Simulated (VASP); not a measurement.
# Ge (Fd-3m) in VASP: single point with PBE

Aim: the single point of Ge with PBE.

Program: VASP 6.6.1. These are calculated values, not measurements. Logs are shortened: lines on timing, memory, paths and dates and some standing lists are left out, and cuts for length are marked.

## 1. The cell of the first run

It takes space group Fd-3m (No. 227, cubic). The conventional cell has a = 5.676 Å, b = 5.676 Å, c = 5.676 Å, α = 90.00°, β = 90.00°, γ = 90.00°. Ge (site symmetry -43m) has 4 Ge at 2.46 Å within 3.2 Å.

## 2. Single point, PBE

Contents of INCAR:

```
SYSTEM = Ge
ALGO = Normal
EDIFF = 1E-6
ENCUT = 520
GGA = PE
ISIF = 2
ISMEAR = 0
LASPH = .TRUE.
LCHARG = .FALSE.
LREAL = .FALSE.
LWAVE = .FALSE.
NBANDS = 21
NELM = 60
PREC = Accurate
SIGMA = 0.1
```

Contents of KPOINTS:

```
k-points
0
G
  14 14 14
  0 0 0
```

Contents of POSCAR:

```
Ge
1.0
    0.0000000000      2.8378807268      2.8378807268
    2.8378807268      0.0000000000      2.8378807268
    2.8378807268      2.8378807268      0.0000000000
Ge
2
Direct
    0.5000000000      0.5000000000      0.5000000000
    0.7500000000      0.7500000000      0.7500000000
```

Potentials or basis: VASP PAW PBE potentials, release 64 (Ge_d).

Started as:

```console
cat potpaw_PBE.64/Ge_d/POTCAR > POTCAR
mpirun -np 1 vasp_std > vasp.out
```

OUTCAR:

```text
SYSTEM = Ge
   EDIFF = 1E-6
   ENCUT = 520
   GGA = PE
   ISIF = 2
   ISMEAR = 0
   LASPH = .TRUE.
   LREAL = .FALSE.
   NELM = 60
   PREC = Accurate

 ion  position               nearest neighbor table
   1  0.500  0.500  0.500-   2 2.46   2 2.46   2 2.46   2 2.46
   2  0.750  0.750  0.750-   1 2.46   1 2.46   1 2.46   1 2.46

  LATTYP: Found a face centered cubic cell.
 ALAT       =     5.6757614536

  Lattice vectors:

 A1 = (   0.0000000000,   2.8378807268,   2.8378807268)
 A2 = (   2.8378807268,   0.0000000000,   2.8378807268)
 A3 = (   2.8378807268,   2.8378807268,   0.0000000000)

Analysis of symmetry for initial positions (statically):
=====================================================================
 Subroutine PRICEL returns:
 Original cell was already a primitive cell.

 Routine SETGRP: Setting up the symmetry group for a
 face centered cubic supercell.

 Subroutine GETGRP returns: Found 48 space group operations
 (whereof 24 operations were pure point group operations)
 out of a pool of 48 trial point group operations.

The static configuration has the point symmetry T_d .
 The point group associated with its full space group is O_h .

Analysis of symmetry for dynamics (positions and initial velocities):
=====================================================================
 Subroutine PRICEL returns:
 Original cell was already a primitive cell.

 Routine SETGRP: Setting up the symmetry group for a
 face centered cubic supercell.

 Subroutine GETGRP returns: Found 48 space group operations
 (whereof 24 operations were pure point group operations)
 out of a pool of 48 trial point group operations.

The dynamic configuration has the point symmetry T_d .
 The point group associated with its full space group is O_h .

 Subroutine INISYM returns: Found 48 space group operations
 (whereof 24 operations are pure point group operations),
 and found     1 'primitive' translations

----------------------------------------------------------------------------------------

                                     Primitive cell

  volume of cell :      45.7101

  direct lattice vectors                    reciprocal lattice vectors
     0.000000000  2.837880727  2.837880727    -0.176187813  0.176187813  0.176187813
     2.837880727  0.000000000  2.837880727     0.176187813 -0.176187813  0.176187813
     2.837880727  2.837880727  0.000000000     0.176187813  0.176187813 -0.176187813

  length of vectors
     4.013369412  4.013369412  4.013369412     0.305166245  0.305166245  0.305166245

  position of ions in fractional coordinates (direct lattice)
     0.500000000  0.500000000  0.500000000
     0.750000000  0.750000000  0.750000000

  ion indices of the primitive-cell ions
   primitive index   ion index
                 1           1
                 2           2

----------------------------------------------------------------------------------------

 KPOINTS: k-points

Automatic generation of k-mesh.
 Grid dimensions read from file:
 generate k-points for:   14   14   14

 Generating k-lattice:

  Cartesian coordinates                     Fractional coordinates (reciprocal lattice)
    -0.012584844  0.012584844  0.012584844     0.071428571  0.000000000  0.000000000
     0.012584844 -0.012584844  0.012584844     0.000000000  0.071428571  0.000000000
     0.012584844  0.012584844 -0.012584844     0.000000000  0.000000000  0.071428571

  Length of vectors
     0.021797589  0.021797589  0.021797589

  Shift w.r.t. Gamma in fractional coordinates (k-lattice)
     0.000000000  0.000000000  0.000000000

 Subroutine IBZKPT returns following result:
 ===========================================

 Found    104 irreducible k-points:

 Following reciprocal coordinates:
            Coordinates               Weight
  0.000000  0.000000  0.000000      1.000000
  0.071429  0.000000  0.000000      8.000000
  0.142857  0.000000  0.000000      8.000000
  0.214286  0.000000  0.000000      8.000000
  0.285714  0.000000  0.000000      8.000000
  0.357143  0.000000  0.000000      8.000000
[... 16 lines left out ...]
  0.214286  0.142857  0.000000     24.000000
  0.285714  0.142857  0.000000     24.000000
 [... further k-points ...]
   k-points           NKPTS =    104   k-points in BZ     NKDIM =    104   number of bands    NBANDS=     21
   number of dos      NEDOS =    301   number of ions     NIONS =      2
   total plane-waves  NPLWV =  27000
   dimension x,y,z NGX =    30 NGY =   30 NGZ =   30
   dimension x,y,z NGXF=    60 NGYF=   60 NGZF=   60
   ions per type =               2
   NGX,Y,Z   is equivalent  to a cutoff of  12.43, 12.43, 12.43 a.u.
   NGXF,Y,Z  is equivalent  to a cutoff of  24.85, 24.85, 24.85 a.u.
 SYSTEM =  Ge
   PREC   = accura    normal or accurate (medium, high low for compatibility)
   ISTART =      0    job   : 0-new  1-cont  2-samecut
   ICHARG =      2    charge: 1-file 2-atom 10-const
   ISPIN  =      1    spin polarized calculation?
   LNONCOLLINEAR =      F non collinear calculations
   LSORBIT =      F    spin-orbit coupling
   LASPH  =      T    aspherical Exc in radial PAW
   ENCUT  =  520.0 eV  38.22 Ry    6.18 a.u.   7.46  7.46  7.46*2*pi/ulx,y,z
   NELM   =     60;   NELMIN=  2; NELMDL= -5     # of ELM steps
   EDIFF  = 0.1E-05   stopping-criterion for ELM
   LREAL  =      F    real-space projection
[... 7 lines left out ...]
   TEBEG  =    0.0;   TEEND  =   0.0 temperature during run
   PSTRESS=    0.0 pullay stress
   NELECT =      28.0000    total number of electrons
   NUPDOWN=      -1.0000    fix difference up-down
   EMIN   =  10.00;   EMAX   =-10.00  energy-range for DOS
   EFERMI =   0.00;   METHOD = LEGACY
   ISMEAR =     0;   SIGMA  =   0.10  broadening in eV -4-tet -1-fermi 0-gaus
   EFERMI_NEDOS =   21; number of points for ismear=-14 and -15
   IALGO  =     38    algorithm
   IMIX   =      4    mixing-type and parameters
     AMIX     =   0.40;   BMIX     =  1.00
     AMIX_MAG =   1.60;   BMIX_MAG =  1.00
  volume/ion in A,a.u.               =      22.86       154.23
  Fermi-wavevector in a.u.,A,eV,Ry     =   1.390348  2.627376 26.300963  1.933066
  Thomas-Fermi vector in A             =   2.514291
   LORBIT       =      0    0 simple, 1 ext, 2 COOP (PROOUT), +10 PAW based schemes
   GGA     = PE    functional components
   LHFCALC =     F    Hartree Fock is set to
   AEXX    =    0.0000 exact exchange contribution
   IVDW    =     0    specifies the selected vdW correction
   LEPSILON=     F    determine dielectric tensor
   LRPA    =     F    only Hartree local field effects (RPA)
 non-spin polarized calculation
 Gauss-broadening in eV      SIGMA  =   0.10
  energy-cutoff  :      520.00
  volume of cell :       45.71
 maximum number of plane-waves:      1248
 NGX is ok and might be reduce to    30
   NGX = 15   NGY = 15   NGZ = 15

 number of electron      28.0000014 magnetization

 Free energy of the ion-electron system (eV)
  ---------------------------------------------------
  ext. energy  EPLUGINS =         0.00000000
  ---------------------------------------------------
  free energy    TOTEN  =        -9.01854572 eV

  energy without entropy =       -9.01840605  energy(sigma->0) =       -9.01847588

 E-fermi :   4.9386     XC(G=0):  -9.8800

 val. band max:        4.8995381398   @ k =   0.0000   0.0000   0.0000
 cond. band min:       5.0554479527   @ k =   0.5000   0.0000   0.0000
 fundamental gap:      0.1559098128
 Fermi energy:         4.9385519196

 k-point     1 :       0.0000    0.0000    0.0000
  band No.  band energies     occupation
      1     -19.9021      2.00000
      2     -19.9021      2.00000
      3     -19.9021      2.00000
      4     -19.8666      2.00000
      5     -19.8666      2.00000
      6     -19.6612      2.00000
[... 13 lines left out ...]
     20      14.3573      0.00000
     21      14.3573      0.00000

 k-point     2 :       0.0714    0.0000    0.0000
  band No.  band energies     occupation
      1     -19.9053      2.00000
      2     -19.9053      2.00000
      3     -19.9013      2.00000
      4     -19.8624      2.00000
      5     -19.8624      2.00000
      6     -19.6665      2.00000
[... 13 lines left out ...]
     20      13.9004      0.00000
     21      13.9004      0.00000

 k-point     3 :       0.1429    0.0000    0.0000
  band No.  band energies     occupation
      1     -19.9116      2.00000
      2     -19.9116      2.00000
      3     -19.8990      2.00000
      4     -19.8531      2.00000
      5     -19.8531      2.00000
      6     -19.6751      2.00000
[... 13 lines left out ...]
     20      13.3559      0.00000
     21      13.3559      0.00000

 k-point     4 :       0.2143    0.0000    0.0000
  band No.  band energies     occupation
      1     -19.9175      2.00000
      2     -19.9175      2.00000
      3     -19.8955      2.00000
      4     -19.8432      2.00000
      5     -19.8432      2.00000
      6     -19.6831      2.00000
[... 13 lines left out ...]
     20      13.1488      0.00000
     21      13.1488      0.00000

 k-point     5 :       0.2857    0.0000    0.0000
  band No.  band energies     occupation
      1     -19.9217      2.00000
      2     -19.9217      2.00000
      3     -19.8917      2.00000
      4     -19.8350      2.00000
      5     -19.8350      2.00000
      6     -19.6891      2.00000
[... 13 lines left out ...]
     20      13.4129      0.00000
     21      13.4129      0.00000

 k-point     6 :       0.3571    0.0000    0.0000
  band No.  band energies     occupation
      1     -19.9243      2.00000
      2     -19.9243      2.00000
      3     -19.8882      2.00000
      4     -19.8295      2.00000
      5     -19.8295      2.00000
      6     -19.6929      2.00000
[... 13 lines left out ...]
     20      14.1399      0.00000
     21      14.1399      0.00000

 k-point     7 :       0.4286    0.0000    0.0000
  band No.  band energies     occupation
      1     -19.9256      2.00000
      2     -19.9256      2.00000
      3     -19.8857      2.00000
      4     -19.8266      2.00000
      5     -19.8266      2.00000
      6     -19.6946      2.00000
[... 13 lines left out ...]
     20      15.1944      0.00000
     21      15.1944      0.00000
[... 291 lines left out ...]
      1     -19.9177      2.00000
      2     -19.9119      2.00000
      3     -19.8980      2.00000
      4     -19.8509      2.00000
      5     -19.8432      2.00000
      6     -19.6869      2.00000
[... 13 lines left out ...]
     20      12.9079      0.00000
     21      13.5174      0.00000

 k-point    21 :      -0.0714    0.0714    0.0000
  band No.  band energies     occupation
      1     -19.9111      2.00000
      2     -19.9061      2.00000
      3     -19.9015      2.00000
      4     -19.8589      2.00000
      5     -19.8540      2.00000
      6     -19.6769      2.00000
[... 13 lines left out ...]
     20      13.1865      0.00000
     21      13.7449      0.00000

 k-point    22 :       0.1429    0.1429    0.0000
  band No.  band energies     occupation
      1     -19.9101      2.00000
      2     -19.9092      2.00000
      3     -19.9092      2.00000
      4     -19.8553      2.00000
      5     -19.8381      2.00000
      6     -19.7014      2.00000
[... 13 lines left out ...]
     20      12.8249      0.00000
     21      14.7024      0.00000

 k-point    23 :       0.2143    0.1429    0.0000
  band No.  band energies     occupation
      1     -19.9182      2.00000
      2     -19.9134      2.00000
      3     -19.9044      2.00000
      4     -19.8479      2.00000
      5     -19.8264      2.00000
      6     -19.7141      2.00000
[... 13 lines left out ...]
     20      13.5905      0.00000
     21      14.6285      0.00000

 k-point    24 :       0.2857    0.1429    0.0000
  band No.  band energies     occupation
      1     -19.9263      2.00000
      2     -19.9182      2.00000
      3     -19.8965      2.00000
      4     -19.8390      2.00000
      5     -19.8160      2.00000
      6     -19.7238      2.00000
[... 13 lines left out ...]
     20      14.1945      0.00000
     21      14.6717      0.00000

 [... further k-points ...]

------------------------ aborting loop because EDIFF is reached ----------------------------------------

  FORCE on cell =-STRESS in cart. coord.  units (eV):
  Direction    XX          YY          ZZ          XY          YZ          ZX
  --------------------------------------------------------------------------------------
  -------------------------------------------------------------------------------------
  Total        0.8141039      0.8141039      0.8141039     -0.0000000      0.0000000     -0.0000000
  in kB       28.5350090     28.5350090     28.5350090     -0.0000000      0.0000000     -0.0000000
  external PRESSURE =      28.5350090 kB  Pullay stress =       0.0000000 kB

 VOLUME and BASIS-vectors are now :
 -----------------------------------------------------------------------------
  energy-cutoff  :      520.00
  volume of cell :       45.71
      direct lattice vectors                 reciprocal lattice vectors
     0.000000000  2.837880727  2.837880727    -0.176187813  0.176187813  0.176187813
     2.837880727  0.000000000  2.837880727     0.176187813 -0.176187813  0.176187813
     2.837880727  2.837880727  0.000000000     0.176187813  0.176187813 -0.176187813

 POSITION                                       TOTAL-FORCE (eV/Angst)
 -----------------------------------------------------------------------------------
      2.83788      2.83788      2.83788         0.000000     -0.000000     -0.000000
      4.25682      4.25682      4.25682        -0.000000      0.000000      0.000000
 -----------------------------------------------------------------------------------
    total drift:                                0.000000     -0.000000     -0.000000

  FREE ENERGIE OF THE ION-ELECTRON SYSTEM (eV)
  ---------------------------------------------------
  free  energy   TOTEN  =        -9.0185457230 eV

  energy  without entropy=       -9.0184060458  energy(sigma->0) =       -9.01847588
```

Wall time 2.7 min (1 thread of AMD EPYC 7R13, shared host); peak memory 0.19 GiB.

Results:

| Item | Value |
| --- | --- |
| Free energy | -9.0185 eV |
| Pressure | 2.9 GPa |
| Band gap on the k mesh | zero (filled and empty bands touch) |

Caveat: semilocal functionals underestimate gaps, and a narrow one can read as zero.

The gap in the log of VASP goes by the Fermi energy; the results here count the filled bands.